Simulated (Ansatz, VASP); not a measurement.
Pd in VASP and in Ansatz

```xyz
1
Lattice="0.0000 2.0696 2.0696 2.0696 0.0000 2.0696 2.0696 2.0696 0.0000" Properties=species:S:1:pos:R:3 pbc="T T T"
Pd    0.0000    0.0000    0.0000
```

Alike in both runs: task single point; functional RPBE; k mesh 22 × 22 × 22; occupations fermi-dirac, width 0.05 eV; collinear spin.

|  | VASP | Ansatz |
| --- | --- | --- |
| version | VASP 6.6.1 | Ansatz 0.2.0 |
| potentials or method | VASP PAW PBE potentials, release 64 (Pd), cutoff 520 eV | plane waves (420 eV) with PAW, scalar-relativistic |
| valence electrons in the cell | 10 | 18 |

```csv
,VASP,Ansatz,Ansatz less VASP
pressure (GPa),-12.2,-12.1,+0.11
net moment per atom (μB),0.40,0.40,+0.001
size of the moment on the site where the two differ most (μB),0.41,0.42,+0.008
```

VASP's potentials were made for PBE, not for RPBE. Site moments also hang on the region over which each program counts them. VASP's potentials hold 10 valence electrons a cell and Ansatz's 18, so a difference there can come from the potentials and not from the codes.
